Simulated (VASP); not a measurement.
# Pb (Pm-3m) in VASP: a series of runs

The runs below take Pb through single point, with PBEsol.

Program: VASP 6.6.1. These are calculated values, not measurements. Logs are shortened: lines on timing, memory, paths and dates and some standing lists are left out, and cuts for length are marked.

**1. The cell of the first run**

Symmetry: Pm-3m, No. 221, cubic system. Conventional cell: a = 3.223 Å, b = 3.223 Å, c = 3.223 Å, α = 90.00°, β = 90.00°, γ = 90.00°. Within 4.2 Å of Pb (site symmetry m-3m) lie 6 Pb at 3.22 Å.

**2. Single point, PBEsol (volume scaled by 1.04)**

Contents of INCAR:

```
SYSTEM = Pb
  PREC = Accurate
  ENCUT = 520
  EDIFF = 1E-7
  ISMEAR = -1
  SIGMA = 0.1
  LREAL = .False.
  LASPH = .True.
  NELM = 100
  ALGO = Normal
  ISIF = 2
  LWAVE = .False.
  LCHARG = .True.
  GGA = PS
  LELF = .True.
  LVHAR = .True.
  NBANDS = 13
```

Contents of KPOINTS:

```
Automatic mesh
0
Gamma
  11 11 11
  0 0 0
```

Contents of POSCAR:

```
Pb
1.0
    3.2226273809      0.0000000000      0.0000000000
    0.0000000000      3.2226273809      0.0000000000
    0.0000000000      0.0000000000      3.2226273809
Pb
1
Direct
    0.0000000000      0.0000000000      0.0000000000
```

Potentials or basis: VASP PAW PBE potentials, release 64 (Pb_d).

Command:

```
cat potpaw_PBE.64/Pb_d/POTCAR > POTCAR
mpirun -np 1 vasp_std > vasp.out
```

OUTCAR:

```text
SYSTEM = Pb
   PREC = Accurate
   ENCUT = 520
   EDIFF = 1E-7
   ISMEAR = -1
   LREAL = .False.
   LASPH = .True.
   NELM = 100
   ISIF = 2
   GGA = PS

 ion  position               nearest neighbor table
   1  0.000  0.000  0.000-

  LATTYP: Found a simple cubic cell.
 ALAT       =     3.2226273809

  Lattice vectors:

 A1 = (   3.2226273809,   0.0000000000,   0.0000000000)
 A2 = (   0.0000000000,   3.2226273809,   0.0000000000)
 A3 = (   0.0000000000,   0.0000000000,   3.2226273809)

Analysis of symmetry for initial positions (statically):
=====================================================================
 Subroutine PRICEL returns:
 Original cell was already a primitive cell.

 Routine SETGRP: Setting up the symmetry group for a
 simple cubic supercell.

 Subroutine GETGRP returns: Found 48 space group operations
 (whereof 48 operations were pure point group operations)
 out of a pool of 48 trial point group operations.

The static configuration has the point symmetry O_h .

Analysis of symmetry for dynamics (positions and initial velocities):
=====================================================================
 Subroutine PRICEL returns:
 Original cell was already a primitive cell.

 Routine SETGRP: Setting up the symmetry group for a
 simple cubic supercell.

 Subroutine GETGRP returns: Found 48 space group operations
 (whereof 48 operations were pure point group operations)
 out of a pool of 48 trial point group operations.

The dynamic configuration has the point symmetry O_h .

 Subroutine INISYM returns: Found 48 space group operations
 (whereof 48 operations are pure point group operations),
 and found     1 'primitive' translations

----------------------------------------------------------------------------------------

                                     Primitive cell

  volume of cell :      33.4680

  direct lattice vectors                    reciprocal lattice vectors
     3.222627381  0.000000000  0.000000000     0.310305810  0.000000000  0.000000000
     0.000000000  3.222627381  0.000000000     0.000000000  0.310305810  0.000000000
     0.000000000  0.000000000  3.222627381     0.000000000  0.000000000  0.310305810

  length of vectors
     3.222627381  3.222627381  3.222627381     0.310305810  0.310305810  0.310305810

  position of ions in fractional coordinates (direct lattice)
     0.000000000  0.000000000  0.000000000

  ion indices of the primitive-cell ions
   primitive index   ion index
                 1           1

----------------------------------------------------------------------------------------

 KPOINTS: Automatic mesh

Automatic generation of k-mesh.
 Grid dimensions read from file:
 generate k-points for:   11   11   11

 Generating k-lattice:

  Cartesian coordinates                     Fractional coordinates (reciprocal lattice)
     0.028209619  0.000000000  0.000000000     0.090909091  0.000000000  0.000000000
     0.000000000  0.028209619  0.000000000     0.000000000  0.090909091  0.000000000
     0.000000000  0.000000000  0.028209619     0.000000000  0.000000000  0.090909091

  Length of vectors
     0.028209619  0.028209619  0.028209619

  Shift w.r.t. Gamma in fractional coordinates (k-lattice)
     0.000000000  0.000000000  0.000000000

 Subroutine IBZKPT returns following result:
 ===========================================

 Found     56 irreducible k-points:

 Following reciprocal coordinates:
            Coordinates               Weight
  0.000000  0.000000  0.000000      1.000000
  0.090909  0.000000  0.000000      6.000000
  0.181818  0.000000  0.000000      6.000000
  0.272727  0.000000  0.000000      6.000000
  0.363636  0.000000  0.000000      6.000000
  0.454545  0.000000  0.000000      6.000000
[... 16 lines left out ...]
  0.181818  0.090909  0.090909     24.000000
  0.272727  0.090909  0.090909     24.000000
 [... further k-points ...]
   k-points           NKPTS =     56   k-points in BZ     NKDIM =     56   number of bands    NBANDS=     13
   number of dos      NEDOS =    301   number of ions     NIONS =      1
   total plane-waves  NPLWV =  13824
   dimension x,y,z NGX =    24 NGY =   24 NGZ =   24
   dimension x,y,z NGXF=    48 NGYF=   48 NGZF=   48
   ions per type =               1
   NGX,Y,Z   is equivalent  to a cutoff of  12.38, 12.38, 12.38 a.u.
   NGXF,Y,Z  is equivalent  to a cutoff of  24.76, 24.76, 24.76 a.u.
 SYSTEM =  Pb
   PREC   = accura    normal or accurate (medium, high low for compatibility)
   ISTART =      0    job   : 0-new  1-cont  2-samecut
   ICHARG =      2    charge: 1-file 2-atom 10-const
   ISPIN  =      1    spin polarized calculation?
   LNONCOLLINEAR =      F non collinear calculations
   LSORBIT =      F    spin-orbit coupling
   LASPH  =      T    aspherical Exc in radial PAW
   ENCUT  =  520.0 eV  38.22 Ry    6.18 a.u.   5.99  5.99  5.99*2*pi/ulx,y,z
   NELM   =    100;   NELMIN=  2; NELMDL= -5     # of ELM steps
   EDIFF  = 0.1E-06   stopping-criterion for ELM
   LREAL  =      F    real-space projection
   EDIFFG = 0.1E-05   stopping-criterion for IOM
   NSW    =      0    number of steps for IOM
   IBRION =     -1    ionic relax: 0-MD 1-quasi-New 2-CG
   NFREE  =      0    steps in history (QN), initial steepest desc. (CG)
   ISIF   =      2    stress and relaxation
   ISYM   =      2    0-nonsym 1-usesym 2-fastsym
   POTIM  = 0.5000    time-step for ionic-motion
   TEBEG  =    0.0;   TEEND  =   0.0 temperature during run
   PSTRESS=    0.0 pullay stress
   NELECT =      14.0000    total number of electrons
   NUPDOWN=      -1.0000    fix difference up-down
   EMIN   =  10.00;   EMAX   =-10.00  energy-range for DOS
   EFERMI =   0.00;   METHOD = LEGACY
   ISMEAR =    -1;   SIGMA  =   0.10  broadening in eV -4-tet -1-fermi 0-gaus
   EFERMI_NEDOS =   21; number of points for ismear=-14 and -15
   IALGO  =     38    algorithm
   IMIX   =      4    mixing-type and parameters
     AMIX     =   0.40;   BMIX     =  1.00
     AMIX_MAG =   1.60;   BMIX_MAG =  1.00
  volume/ion in A,a.u.               =      33.47       225.85
  Fermi-wavevector in a.u.,A,eV,Ry     =   1.224355  2.313696 20.395753  1.499046
  Thomas-Fermi vector in A             =   2.359433
   LORBIT       =      0    0 simple, 1 ext, 2 COOP (PROOUT), +10 PAW based schemes
   GGA     = PS    functional components
   LHFCALC =     F    Hartree Fock is set to
   AEXX    =    0.0000 exact exchange contribution
   IVDW    =     0    specifies the selected vdW correction
   LEPSILON=     F    determine dielectric tensor
   LRPA    =     F    only Hartree local field effects (RPA)
 non-spin polarized calculation
  energy-cutoff  :      520.00
  volume of cell :       33.47
 maximum number of plane-waves:       916
 NGX is ok and might be reduce to    24
   NGX = 11   NGY = 11   NGZ = 11

 number of electron      14.0000011 magnetization

 Free energy of the ion-electron system (eV)
  ---------------------------------------------------
  ext. energy  EPLUGINS =         0.00000000
  ---------------------------------------------------
  free energy    TOTEN  =        -3.80317257 eV

  energy without entropy =       -3.77967232  energy(sigma->0) =       -3.79142245

 E-fermi :   5.7534     XC(G=0):  -9.7799

 val. band max:        5.7220922733   @ k =   0.4545   0.4545   0.3636
 cond. band min:       5.7533931501   @ k =   0.3636   0.3636   0.2727
 fundamental gap:      0.0313008768
 Fermi energy:         5.7533885019

 k-point     1 :       0.0000    0.0000    0.0000
  band No.  band energies     occupation
      1     -11.3334      2.00000
      2     -11.3334      2.00000
      3     -10.7393      2.00000
      4     -10.7393      2.00000
      5     -10.7393      2.00000
      6      -5.4581      2.00000
      7      10.7576      0.00000
      8      10.7576      0.00000
      9      10.7576      0.00000
     10      13.6233      0.00000
     11      15.1449      0.00000
     12      15.1449      0.00000
     13      23.8579      0.00000

 k-point     2 :       0.0909    0.0000    0.0000
  band No.  band energies     occupation
      1     -11.3309      2.00000
      2     -11.2980      2.00000
      3     -10.7521      2.00000
      4     -10.7521      2.00000
      5     -10.7382      2.00000
      6      -5.3415      2.00000
      7       9.3310      0.00000
      8      10.8936      0.00000
      9      10.8936      0.00000
     10      14.0942      0.00000
     11      15.2106      0.00000
     12      16.3576      0.00000
     13      23.1124      0.00000

 k-point     3 :       0.1818    0.0000    0.0000
  band No.  band energies     occupation
      1     -11.3241      2.00000
      2     -11.2039      2.00000
      3     -10.7864      2.00000
      4     -10.7864      2.00000
      5     -10.7354      2.00000
      6      -4.9931      2.00000
      7       7.0885      0.00000
      8      11.2839      0.00000
      9      11.2839      0.00000
     10      14.4663      0.00000
     11      15.4086      0.00000
     12      19.0016      0.00000
     13      21.7217      0.00000
[... 305 lines left out ...]
 k-point    23 :       0.1818    0.0909    0.0909
  band No.  band energies     occupation
      1     -11.2695      2.00000
      2     -11.1796      2.00000
      3     -10.8008      2.00000
      4     -10.7988      2.00000
      5     -10.7612      2.00000
      6      -4.7624      2.00000
      7       7.3357      0.00000
      8       9.8711      0.00000
      9      10.0900      0.00000
     10      16.2985      0.00000
     11      16.8215      0.00000
     12      19.0236      0.00000
     13      20.3978      0.00000

 k-point    24 :       0.2727    0.0909    0.0909
  band No.  band energies     occupation
      1     -11.2609      2.00000
      2     -11.0551      2.00000
      3     -10.8470      2.00000
      4     -10.8444      2.00000
      5     -10.7571      2.00000
      6      -4.2013      2.00000
      7       5.1974      1.99233
      8      10.4420      0.00000
      9      10.6619      0.00000
     10      16.5042      0.00000
     11      16.9018      0.00000
     12      19.0525      0.00000
     13      19.1648      0.00000

 [... further k-points ...]

------------------------ aborting loop because EDIFF is reached ----------------------------------------

  FORCE on cell =-STRESS in cart. coord.  units (eV):
  Direction    XX          YY          ZZ          XY          YZ          ZX
  --------------------------------------------------------------------------------------
  -------------------------------------------------------------------------------------
  Total       -0.2978433     -0.2978433     -0.2978433      0.0000000      0.0000000      0.0000000
  in kB      -14.2583146    -14.2583146    -14.2583146      0.0000000      0.0000000      0.0000000
  external PRESSURE =     -14.2583146 kB  Pullay stress =       0.0000000 kB

 VOLUME and BASIS-vectors are now :
 -----------------------------------------------------------------------------
  energy-cutoff  :      520.00
  volume of cell :       33.47
      direct lattice vectors                 reciprocal lattice vectors
     3.222627381  0.000000000  0.000000000     0.310305810  0.000000000  0.000000000
     0.000000000  3.222627381  0.000000000     0.000000000  0.310305810  0.000000000
     0.000000000  0.000000000  3.222627381     0.000000000  0.000000000  0.310305810

 POSITION                                       TOTAL-FORCE (eV/Angst)
 -----------------------------------------------------------------------------------
      0.00000      0.00000      0.00000         0.000000      0.000000      0.000000
 -----------------------------------------------------------------------------------
    total drift:                                0.000000     -0.000000      0.000000

  FREE ENERGIE OF THE ION-ELECTRON SYSTEM (eV)
  ---------------------------------------------------
  free  energy   TOTEN  =        -3.8031725704 eV

  energy  without entropy=       -3.7796723224  energy(sigma->0) =       -3.79142245
```

Run time: 5 s. Hardware: 1 thread of Intel Xeon 6975P-C (Granite Rapids), shared host; peak memory 0.14 GiB.

Results:

| Item | Value |
| --- | --- |
| Free energy | -3.8032 eV |
| Pressure | -1.4 GPa |
| Band gap on the k mesh | zero (band 7 reaches 10.76 eV, above the bottom of band 8 at 4.12 eV) |

Caveat: the cell differs from its parent crystal (volume scaled by 1.04); the PAW data sets were made with another functional, which shifts forces and pressure a little; spin-orbit coupling is left out, which moves the levels of the heavy elements.

**3. Single point, PBEsol (volume scaled by 1.08)**

Contents of INCAR:

```
ALGO = Normal ; EDIFF = 1E-7
ENCUT = 520 ; GGA = PS
ISIF = 2 ; ISMEAR = -1
LASPH = True ; LCHARG = False
LREAL = False ; LWAVE = False
NBANDS = 13 ; NELM = 80
PREC = Accurate ; SIGMA = 0.1
```

Contents of KPOINTS:

```
k-points
0
Gamma
  11 11 11
```

Contents of POSCAR:

```
Pb
1.0
    3.2634244635      0.0000000000      0.0000000000
    0.0000000000      3.2634244635      0.0000000000
    0.0000000000      0.0000000000      3.2634244635
Pb
1
Direct
    0.0000000000      0.0000000000      0.0000000000
```

Potentials or basis: VASP PAW PBE potentials, release 64 (Pb_d).

Command:

```
cat potpaw_PBE.64/Pb_d/POTCAR > POTCAR
mpirun -np 1 vasp_std > vasp.out
```

It took 4.9 s on 1 thread of Intel Xeon 6975P-C (Granite Rapids), shared host; peak memory 0.14 GiB.

Results (log left out):

```yaml
Free_energy: -3.7873 eV
Pressure: -2.7 GPa
Band_gap_on_the_k_mesh: zero (band 7 reaches 10.24 eV, above the bottom of band 8 at 3.82 eV)
```

Levels at points of the mesh, in eV from the Fermi level:
```
           k point  band 4  band 5  band 6  band 7  band 8  band 9  band 10  band 11
(0.00, 0.00, 0.00)  -16.50  -16.50  -10.99    4.86    4.86    4.86     7.61     9.19
```

Caveat: the cell differs from its parent crystal (volume scaled by 1.08); the PAW data sets were made with another functional, which shifts forces and pressure a little; spin-orbit coupling is left out, which moves the levels of the heavy elements.

**4. Single point, PBEsol (volume scaled by 1.12)**

Contents of INCAR:

```
SYSTEM = Pb
PREC = Accurate ; ENCUT = 520
EDIFF = 1E-6 ; ISMEAR = -1
SIGMA = 0.1 ; LREAL = .False.
LASPH = .True. ; NELM = 80
ALGO = Normal ; ISIF = 2
LWAVE = .False. ; LCHARG = .False.
GGA = PS ; NBANDS = 13
```

Contents of KPOINTS:

```
Automatic mesh
0
Gamma
  11 11 11
  0 0 0
```

Contents of POSCAR:

```
Pb
1.0
    3.3032262455      0.0000000000      0.0000000000
    0.0000000000      3.3032262455      0.0000000000
    0.0000000000      0.0000000000      3.3032262455
Pb
1
Direct
    0.0000000000      0.0000000000      0.0000000000
```

Command:

```
cat potpaw_PBE.64/Pb_d/POTCAR > POTCAR
mpirun -np 1 vasp_std > vasp.out
```

It took 8.3 s on 1 thread of Intel Xeon 6975P-C (Granite Rapids), shared host; peak memory 0.16 GiB.

It converged, with:

| Item | Value |
| --- | --- |
| Free energy | -3.7626 eV |
| Pressure | -3.6 GPa |
| Band gap on the k mesh | zero (band 7 reaches 9.76 eV, above the bottom of band 8 at 3.54 eV) |

Levels at points of the mesh, in eV from the Fermi level:
```tsv
k point	band 4	band 5	band 6	band 7	band 8	band 9	band 10	band 11
(0.00, 0.00, 0.00)	-16.51	-16.51	-10.78	4.73	4.73	4.73	7.36	9.01
```

Caveat: the cell differs from its parent crystal (volume scaled by 1.12); the PAW data sets were made with another functional, which shifts forces and pressure a little; spin-orbit coupling is left out, which moves the levels of the heavy elements.

**5. Single point, PBEsol**

This run uses another cell than the first one, of 32.18 Å³/atom, 0.962 times its volume.

Contents of INCAR:

```
ALGO = Normal
EDIFF = 1E-7
ENCUT = 520
GGA = PS
ISIF = 2
ISMEAR = -1
LASPH = T
LCHARG = T
LELF = T
LREAL = F
LVHAR = T
LWAVE = F
NBANDS = 13
NELM = 80
PREC = Accurate
SIGMA = 0.1
```

Contents of KPOINTS:

```
k-points
0
Gamma
  16 16 16
```

Contents of POSCAR:

```
Pb
1.0
    3.1807703396      0.0000000000      0.0000000000
    0.0000000000      3.1807703396      0.0000000000
    0.0000000000      0.0000000000      3.1807703396
Pb
1
Direct
    0.0000000000      0.0000000000      0.0000000000
```

Command:

```
cat potpaw_PBE.64/Pb_d/POTCAR > POTCAR
mpirun -np 1 vasp_std > vasp.out
```

Wall time 12 s (1 thread of Intel Xeon 6975P-C (Granite Rapids), shared host); peak memory 0.18 GiB.

It converged, with:

```yaml
Free_energy: -3.8109 eV
Pressure: 0.1 GPa
Band_gap_on_the_k_mesh: zero (band 7 reaches 11.31 eV, above the bottom of band 8 at 4.29 eV)
```

Levels at points of the mesh, in eV from the Fermi level:
```
           k point  band 3  band 4  band 5  band 6  band 7  band 8  band 9  band 10  band 11  band 12
(0.00, 0.00, 0.00)  -16.55  -16.55  -16.55  -11.51    5.09    5.09    5.09     8.09     9.55     9.55
(0.50, 0.00, 0.00)  -16.73  -16.73  -16.53   -8.92   -4.19    7.54    7.54    10.79    11.02    12.21
(0.50, 0.50, 0.00)  -16.70  -16.70  -16.34   -6.41   -1.92   -1.92    3.47    10.28    13.05    13.05
(0.50, 0.50, 0.50)  -16.94  -16.33  -16.33   -3.83    0.25    0.25    0.25     6.50     6.50     6.50
```

Caveat: the PAW data sets were made with another functional, which shifts forces and pressure a little; spin-orbit coupling is left out, which moves the levels of the heavy elements.

**6. Overview**

| cell | k mesh | gap on the mesh (eV) | pressure (GPa) |
| --- | --- | --- | --- |
| a = 3.223 Å, 1 atom | 11 × 11 × 11 | none | -1.4 |
| a = 3.263 Å, 1 atom | 11 × 11 × 11 | none | -2.7 |
| a = 3.303 Å, 1 atom | 11 × 11 × 11 | none | -3.6 |
| a = 3.181 Å, 1 atom | 16 × 16 × 16 | none | 0.1 |

Alike in all rows: task single point; level PBEsol; potentials or basis VASP PAW PBE potentials, release 64 (Pb_d); no spin polarisation; cutoff (eV) 520; smearing fermi-dirac 0.1 eV.

Caveats: the PAW data sets were made with another functional, which shifts forces and pressure a little; spin-orbit coupling is left out, which moves the levels of the heavy elements.

Total energies depend on the potentials used, so only differences within one code and one set of settings carry meaning.
